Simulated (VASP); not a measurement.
# SrTiO3 (Cmmm) in VASP: single point with PBE

Aim: the single point of SrTiO3 with PBE.

Program: VASP 6.6.1. These are calculated values, not measurements. Logs are shortened: lines on timing, memory, paths and dates and some standing lists are left out, and cuts for length are marked.

## 1. The cell of the first run

The structure is orthorhombic, space group Cmmm (No. 65). Conventional cell: a = 5.533 Å, b = 5.802 Å, c = 3.868 Å, α = 90.00°, β = 90.00°, γ = 90.00°. Sr (site symmetry mmm) has 12 O at 2.77 to 2.90 Å and 8 Ti at 3.38 to 3.49 Å within 3.6 Å. Ti (site symmetry mmm) has 6 O at 1.93 to 2.00 Å within 2.6 Å. O (site symmetry 2/m) has 2 Ti at 2.00 Å and 8 O at 2.77 to 2.90 Å and 4 Sr at 2.79 Å within 3.0 Å. Within 3.0 Å of O (site symmetry 2/m) lie 2 Ti at 2.00 Å and 8 O at 2.77 to 2.90 Å and 4 Sr at 2.79 Å. O (site symmetry mmm) has 2 Ti at 1.93 Å within 2.6 Å.

## 2. Single point, PBE

The input, INCAR:

```
SYSTEM = SrTiO3
PREC = Accurate
ENCUT = 520
EDIFF = 1E-6
ISMEAR = 0
SIGMA = 0.02
LREAL = .FALSE.
LASPH = .TRUE.
NELM = 60
ALGO = Normal
ISIF = 2
LWAVE = .FALSE.
LCHARG = .FALSE.
GGA = PE
NBANDS = 51
```

The input, KPOINTS:

```
regular mesh
0
G
  7 3 10
  0 0 0
```

The input, POSCAR:

```
SrTiO3
1.0
    3.8677061051      0.0000000000      0.0000000000
    0.0000000000     11.6031183152      0.0000166889
    0.0000000000     -2.9007756318      2.7666739222
Sr Ti O
2 2 6
Direct
    0.0000000000      0.0000000000      0.0000000000
    0.0000000000      0.5000000000      0.0000000000
    0.5000000000      0.2500000000      0.0000000000
    0.5000000000      0.7500000000      0.0000000000
    0.5000000000      0.0000000000      0.5000000000
    0.5000000000      0.5000000000      0.5000000000
    0.5000000000      0.2500000000      0.5000000000
    0.5000000000      0.7500000000      0.5000000000
    0.0000000000      0.2500000000      0.0000000000
    0.0000000000      0.7500000000      0.0000000000
```

Potentials or basis: VASP PAW PBE potentials, release 64 (Sr_sv, Ti_sv, O).

Started as:

```console
$ cat potpaw_PBE.64/Sr_sv/POTCAR potpaw_PBE.64/Ti_sv/POTCAR potpaw_PBE.64/O/POTCAR > POTCAR
$ mpirun -np 1 vasp_std > vasp.out
```

OUTCAR:

```text
SYSTEM = SrTiO3
   PREC = Accurate
   ENCUT = 520
   EDIFF = 1E-6
   ISMEAR = 0
   LREAL = .FALSE.
   LASPH = .TRUE.
   NELM = 60
   ISIF = 2
   GGA = PE

 ion  position               nearest neighbor table
   1  0.000  0.000  0.000-   9 2.77  10 2.77   5 2.79   5 2.79   5 2.79   5 2.79   8 2.79   7 2.79
                             7 2.79   8 2.79  10 2.90   9 2.90   3 3.38   4 3.38   3 3.38   4 3.38
   2  0.000  0.500  0.000-  10 2.77   9 2.77   6 2.79   6 2.79   6 2.79   6 2.79   7 2.79   8 2.79
                             8 2.79   7 2.79  10 2.90   9 2.90   4 3.38   3 3.38   4 3.38   3 3.38
   3  0.500  0.250  0.000-   9 1.93   9 1.93   7 2.00   7 2.00   6 2.00   5 2.00   1 3.38   2 3.38
                             2 3.38   1 3.38   1 3.49   2 3.49   2 3.49   1 3.49
   4  0.500  0.750  0.000-  10 1.93  10 1.93   8 2.00   8 2.00   5 2.00   6 2.00   2 3.38   1 3.38
                             1 3.38   2 3.38   1 3.49   2 3.49   2 3.49   1 3.49
   5  0.500  0.000  0.500-   3 2.00   4 2.00   1 2.79   1 2.79   1 2.79   1 2.79
   6  0.500  0.500  0.500-   4 2.00   3 2.00   2 2.79   2 2.79   2 2.79   2 2.79
   7  0.500  0.250  0.500-   3 2.00   3 2.00   1 2.79   2 2.79   2 2.79   1 2.79
   8  0.500  0.750  0.500-   4 2.00   4 2.00   2 2.79   1 2.79   1 2.79   2 2.79
   9  0.000  0.250  0.000-   3 1.93   3 1.93   1 2.77   2 2.77   2 2.90   1 2.90
  10  0.000  0.750  0.000-   4 1.93   4 1.93   2 2.77   1 2.77   2 2.90   1 2.90

  LATTYP: Found a simple monoclinic cell.
 ALAT       =     4.0086137077
 B/A-ratio  =     0.9648487949
 C/A-ratio  =     2.0000057235
 COS(beta)  =    -0.0472968495

  Lattice vectors:

 A1 = (   0.0000000000,  -2.9007756318,   2.7666739222)
 A2 = (   3.8677061051,   0.0000000000,   0.0000000000)
 A3 = (   0.0000000000,   5.8015670516,   5.5333645333)

Analysis of symmetry for initial positions (statically):
=====================================================================
 Subroutine PRICEL returns following result:

  LATTYP: Found a base centered orthorhombic cell.
 ALAT       =     5.5333561889
 B/A-ratio  =     1.0484702158
 C/A-ratio  =     0.6989801439

  Lattice vectors:

 A1 = (   0.0000000000,   2.9007835258,   2.7666822666)
 A2 = (   0.0000000000,  -2.9007756318,   2.7666739222)
 A3 = (   3.8677061051,   0.0000000000,   0.0000000000)

   2 primitive cells build up your supercell.

 Routine SETGRP: Setting up the symmetry group for a
 simple monoclinic supercell.

 Subroutine GETGRP returns: Found  4 space group operations
 (whereof  4 operations were pure point group operations)
 out of a pool of  4 trial point group operations.

The static configuration has the point symmetry C_2h.

Analysis of symmetry for dynamics (positions and initial velocities):
=====================================================================
 Subroutine PRICEL returns following result:

  LATTYP: Found a base centered orthorhombic cell.
 ALAT       =     5.5333561889
 B/A-ratio  =     1.0484702158
 C/A-ratio  =     0.6989801439

  Lattice vectors:

 A1 = (   0.0000000000,   2.9007835258,   2.7666822666)
 A2 = (   0.0000000000,  -2.9007756318,   2.7666739222)
 A3 = (   3.8677061051,   0.0000000000,   0.0000000000)

   2 primitive cells build up your supercell.

 Routine SETGRP: Setting up the symmetry group for a
 simple monoclinic supercell.

 Subroutine GETGRP returns: Found  4 space group operations
 (whereof  4 operations were pure point group operations)
 out of a pool of  4 trial point group operations.

The dynamic configuration has the point symmetry C_2h.

 Subroutine INISYM returns: Found  4 space group operations
 (whereof  4 operations are pure point group operations),
 and found     2 'primitive' translations

----------------------------------------------------------------------------------------

                                     Primitive cell

  volume of cell :      62.0807

  direct lattice vectors                    reciprocal lattice vectors
     0.000000000  2.900783526  2.766682267     0.000000000  0.172367197  0.180721899
     0.000000000 -2.900775632  2.766673922     0.000000000 -0.172367717  0.180722391
     3.867706105  0.000000000  0.000000000     0.258551186  0.000000000  0.000000000

  length of vectors
     4.008625179  4.008613708  3.867706105     0.249741578  0.249742292  0.258551186

  position of ions in fractional coordinates (direct lattice)
     0.000000000  0.000000000  0.000000000
     0.500000000  0.500000000  0.500000000
     0.000000000  0.500000000  0.500000000
     0.500000000  1.000000000  0.500000000
     0.500000000  0.500000000  0.000000000

  ion indices of the primitive-cell ions
   primitive index   ion index
                 1           1
                 2           3
                 3           5
                 4           7
                 5           9

----------------------------------------------------------------------------------------

 KPOINTS: regular mesh

Automatic generation of k-mesh.
 Grid dimensions read from file:
 generate k-points for:    7    3   10

 Generating k-lattice:

  Cartesian coordinates                     Fractional coordinates (reciprocal lattice)
     0.036935884  0.000000000  0.000000000     0.142857143  0.000000000  0.000000000
     0.000000000  0.028727866  0.030120317     0.000000000  0.333333333  0.000000000
     0.000000000 -0.000000052  0.036144429     0.000000000  0.000000000  0.100000000

  Length of vectors
     0.036935884  0.041623596  0.036144429

  Shift w.r.t. Gamma in fractional coordinates (k-lattice)
     0.000000000  0.000000000  0.000000000

 Subroutine IBZKPT returns following result:
 ===========================================

 Found     64 irreducible k-points:

 Following reciprocal coordinates:
            Coordinates               Weight
  0.000000  0.000000  0.000000      1.000000
  0.142857  0.000000  0.000000      2.000000
  0.285714  0.000000  0.000000      2.000000
  0.428571  0.000000  0.000000      2.000000
  0.000000  0.333333 -0.000000      2.000000
  0.142857  0.333333 -0.000000      4.000000
[... 16 lines left out ...]
  0.285714  0.000000  0.200000      4.000000
  0.428571  0.000000  0.200000      4.000000
 [... further k-points ...]
   k-points           NKPTS =     64   k-points in BZ     NKDIM =     64   number of bands    NBANDS=     51
   number of dos      NEDOS =    301   number of ions     NIONS =     10
   total plane-waves  NPLWV =  81000
   dimension x,y,z NGX =    30 NGY =   90 NGZ =   30
   dimension x,y,z NGXF=    60 NGYF=  180 NGZF=   60
   ions per type =               2   2   6
   NGX,Y,Z   is equivalent  to a cutoff of  12.89, 12.89, 12.44 a.u.
   NGXF,Y,Z  is equivalent  to a cutoff of  25.79, 25.79, 24.88 a.u.
 SYSTEM =  SrTiO3
   PREC   = accura    normal or accurate (medium, high low for compatibility)
   ISTART =      0    job   : 0-new  1-cont  2-samecut
   ICHARG =      2    charge: 1-file 2-atom 10-const
   ISPIN  =      1    spin polarized calculation?
   LNONCOLLINEAR =      F non collinear calculations
   LSORBIT =      F    spin-orbit coupling
   LASPH  =      T    aspherical Exc in radial PAW
   ENCUT  =  520.0 eV  38.22 Ry    6.18 a.u.   7.19 21.57  7.45*2*pi/ulx,y,z
   NELM   =     60;   NELMIN=  2; NELMDL= -5     # of ELM steps
   EDIFF  = 0.1E-05   stopping-criterion for ELM
   LREAL  =      F    real-space projection
   EDIFFG = 0.1E-04   stopping-criterion for IOM
   NSW    =      0    number of steps for IOM
   IBRION =     -1    ionic relax: 0-MD 1-quasi-New 2-CG
   NFREE  =      0    steps in history (QN), initial steepest desc. (CG)
   ISIF   =      2    stress and relaxation
   ISYM   =      2    0-nonsym 1-usesym 2-fastsym
   POTIM  = 0.5000    time-step for ionic-motion
   TEBEG  =    0.0;   TEEND  =   0.0 temperature during run
   PSTRESS=    0.0 pullay stress
   NELECT =      80.0000    total number of electrons
   NUPDOWN=      -1.0000    fix difference up-down
   EMIN   =  10.00;   EMAX   =-10.00  energy-range for DOS
   EFERMI =   0.00;   METHOD = LEGACY
   ISMEAR =     0;   SIGMA  =   0.02  broadening in eV -4-tet -1-fermi 0-gaus
   EFERMI_NEDOS =   21; number of points for ismear=-14 and -15
   IALGO  =     38    algorithm
   IMIX   =      4    mixing-type and parameters
     AMIX     =   0.40;   BMIX     =  1.00
     AMIX_MAG =   1.60;   BMIX_MAG =  1.00
  volume/ion in A,a.u.               =      12.42        83.79
  Fermi-wavevector in a.u.,A,eV,Ry     =   1.413978  2.672030 27.202575  1.999333
  Thomas-Fermi vector in A             =   2.535567
   LORBIT       =      0    0 simple, 1 ext, 2 COOP (PROOUT), +10 PAW based schemes
   GGA     = PE    functional components
   LHFCALC =     F    Hartree Fock is set to
   AEXX    =    0.0000 exact exchange contribution
   IVDW    =     0    specifies the selected vdW correction
   LEPSILON=     F    determine dielectric tensor
   LRPA    =     F    only Hartree local field effects (RPA)
 non-spin polarized calculation
 Gauss-broadening in eV      SIGMA  =   0.02
  energy-cutoff  :      520.00
  volume of cell :      124.16
 maximum number of plane-waves:      3367
 NGX is ok and might be reduce to    30
   NGX = 15   NGY = 43   NGZ = 15

 number of electron      80.0000021 magnetization

 Free energy of the ion-electron system (eV)
  ---------------------------------------------------
  ext. energy  EPLUGINS =         0.00000000
  ---------------------------------------------------
  free energy    TOTEN  =       -80.03713650 eV

  energy without entropy =      -80.03713650  energy(sigma->0) =      -80.03713650

 E-fermi :   3.9963     XC(G=0): -11.0512

 val. band max:        3.8218310270   @ k =   0.4286   0.0000   0.5000
 cond. band min:       5.5483899773   @ k =   0.0000   0.0000   0.0000
 fundamental gap:      1.7265589503
 Fermi energy:         3.9963284233

 k-point     1 :       0.0000    0.0000    0.0000
  band No.  band energies     occupation
      1     -52.8041      2.00000
      2     -52.8031      2.00000
      3     -29.1693      2.00000
      4     -29.0895      2.00000
      5     -29.0425      2.00000
      6     -29.0406      2.00000
[... 43 lines left out ...]
     50       9.0445      0.00000
     51       9.3560      0.00000
[... 1240 lines left out ...]
     50      11.1154      0.00000
     51      11.3946      0.00000

 [... further k-points ...]

------------------------ aborting loop because EDIFF is reached ----------------------------------------

  FORCE on cell =-STRESS in cart. coord.  units (eV):
  Direction    XX          YY          ZZ          XY          YZ          ZX
  --------------------------------------------------------------------------------------
  -------------------------------------------------------------------------------------
  Total        2.4266254     -7.3726776      0.5025354      0.0000000      0.0004581      0.0000000
  in kB       31.3131322    -95.1369020      6.4847077      0.0000000      0.0059115      0.0000000
  external PRESSURE =     -19.1130207 kB  Pullay stress =       0.0000000 kB

 VOLUME and BASIS-vectors are now :
 -----------------------------------------------------------------------------
  energy-cutoff  :      520.00
  volume of cell :      124.16
      direct lattice vectors                 reciprocal lattice vectors
     3.867706105  0.000000000  0.000000000     0.258551186  0.000000000  0.000000000
     0.000000000 11.603118315  0.000016689     0.000000000  0.086183599  0.090360950
     0.000000000 -2.900775632  2.766673922     0.000000000 -0.000000520  0.361444290

 POSITION                                       TOTAL-FORCE (eV/Angst)
 -----------------------------------------------------------------------------------
      0.00000      0.00000      0.00000         0.000000      0.000000     -0.000000
      0.00000      5.80156      0.00001         0.000000      0.000000     -0.000000
      1.93385      2.90078      0.00000         0.000000      0.000000     -0.000000
      1.93385      8.70234      0.00001         0.000000     -0.000000     -0.000000
      1.93385     -1.45039      1.38334         0.000000      0.000000     -0.000000
      1.93385      4.35117      1.38335         0.000000     -0.000000      0.000000
      1.93385      1.45039      1.38334        -0.000000     -0.000000     -0.000000
      1.93385      7.25195      1.38335        -0.000000      0.000000      0.000000
      0.00000      2.90078      0.00000         0.000000      0.000000     -0.000000
      0.00000      8.70234      0.00001         0.000000      0.000000     -0.000000
 -----------------------------------------------------------------------------------
    total drift:                                0.000000      0.000000     -0.000000

  FREE ENERGIE OF THE ION-ELECTRON SYSTEM (eV)
  ---------------------------------------------------
  free  energy   TOTEN  =       -80.0371365017 eV

  energy  without entropy=      -80.0371365017  energy(sigma->0) =      -80.03713650
```

Wall time 15 min (1 thread of Oxide Virtual Turin-like, shared host); peak memory 0.46 GiB.

What came out:

```
Free energy            : -80.0371 eV
Pressure               : -1.9 GPa
Band gap on the k mesh : 1.73 eV
```

Levels at points of the mesh, in eV from the valence-band top:
| k point | band 38 | band 39 | band 40 | band 41 | band 42 | band 43 |
| --- | --- | --- | --- | --- | --- | --- |
| (0.00, 0.00, 0.00) | -0.47 | -0.36 | -0.24 | 1.73 | 1.73 | 1.87 |
| (0.00, 0.00, 0.50) | -0.72 | -0.70 | -0.12 | 1.94 | 3.42 | 3.45 |

Caveat: the stress differs along the axes, from -10 to 3 GPa. A k mesh can miss the band edges.
